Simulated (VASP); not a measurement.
A run of VASP 6.6.1 is set up as follows.

The input INCAR:

```
SYSTEM = Ca
PREC     = Accurate       ! precision mode
ENCUT    = 520            ! plane-wave cutoff, eV
EDIFF    = 1E-6           ! SCF threshold, eV
ISMEAR   = -1             ! smearing method
SIGMA    = 0.08           ! smearing width, eV
LREAL    = .False.        ! projectors in reciprocal space
LASPH    = .True.         ! aspherical terms in the spheres
NELM     = 100            ! most SCF steps
ALGO     = Normal         ! electronic algorithm
ISIF     = 2              ! what is computed and relaxed
LWAVE    = .False.        ! write WAVECAR
LCHARG   = .False.        ! write CHGCAR
NBANDS   = 11             ! bands
```

File KPOINTS:

```
Automatic mesh
0
Gamma
  12 12 12
  0 0 0
```

File POSCAR:

```
Ca
1.0
    0.0000000000      2.1887876501      2.1887876501
    2.1887876501      0.0000000000      2.1887876501
    2.1887876501      2.1887876501      0.0000000000
Ca
1
Direct
    0.0000000000      0.0000000000      0.0000000000
```

Potentials or basis: VASP PAW LDA potentials, release 64 (Ca_sv).

Run with:

```bash
$ cat potpaw_LDA.64/Ca_sv/POTCAR > POTCAR
$ mpirun -np 1 vasp_std > vasp.out
```

(1) Predict the band gap on the k mesh.

(2) What does it give for the pressure?

Answers

(1) zero (band 5 reaches 5.36 eV, above the bottom of band 6 at 4.96 eV).

(2) 27.7 GPa.
